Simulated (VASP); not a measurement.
Set up this calculation in VASP 6.6.1, as the native input.

| Property | Result |
| --- | --- |
| Task | single point |
| Functional | r2SCAN |
| Potentials or basis | VASP PAW PBE potentials, release 64 (Li_sv, F) |
| Cutoff | 520 eV |
| k mesh | 9 × 9 × 6 |
| Occupations | gaussian, width 0.01 eV |
| Spin | no spin polarisation |
| Dipole correction | no |
| Further INCAR settings | ALGO = Normal; EDIFF = 1e-06; NBANDS = 18 |

The system is LiF.

```
Li F
1.0
     3.34441    0.00000    0.00000
    -1.67221    2.89635    0.00000
     0.00000    0.00000    4.07804
Li F
2 2
Cartesian
  0.0000 1.9309 1.0195
  1.6722 0.9654 3.0585
  1.6722 0.9654 1.0195
  0.0000 1.9309 3.0585
```

This cell differs from its parent crystal: volume changed by +6%.

One way to write it, as run:

POSCAR

```
LiF
1.0
    3.3444115202      0.0000000000      0.0000000000
   -1.6722057601      2.8963453372      0.0000000000
    0.0000000000      0.0000000000      4.0780391817
Li F
2 2
Direct
    0.3333333333      0.6666666667      0.2500000000
    0.6666666667      0.3333333333      0.7500000000
    0.6666666667      0.3333333333      0.2500000000
    0.3333333333      0.6666666667      0.7500000000
```

INCAR.step1

```
PREC = Accurate ; ENCUT = 520
ISMEAR = 0 ; SIGMA = 0.01
LREAL = F ; LASPH = T
NELM = 100 ; NBANDS = 18
GGA = PE ; ALGO = Normal
EDIFF = 1E-4 ; LWAVE = T
LCHARG = F
```

INCAR.step2

```
PREC = Accurate ; ENCUT = 520
EDIFF = 1E-6 ; ISMEAR = 0
SIGMA = 0.01 ; LREAL = F
LASPH = T ; NELM = 100
ALGO = Normal ; ISIF = 2
LWAVE = F ; LCHARG = F
METAGGA = R2SCAN ; LMIXTAU = T
NBANDS = 18 ; ISTART = 1
```

KPOINTS

```
regular mesh
0
Gamma
  9 9 6
```

Potentials or basis: VASP PAW PBE potentials, release 64 (Li_sv, F).

Launch:

```sh
$ cat potpaw_PBE.64/Li_sv/POTCAR potpaw_PBE.64/F/POTCAR > POTCAR
$ cp INCAR.step1 INCAR
$ mpirun -np 1 vasp_std > vasp.out
$ cp INCAR.step2 INCAR
$ mpirun -np 1 vasp_std > vasp.out
```

It gave:

```yaml
Band_gap_on_the_k_mesh: 8.33 eV, direct
```

It took 100 s on 1 thread of Intel Xeon 6975P-C, on a shared host, peak memory 0.17 GiB.
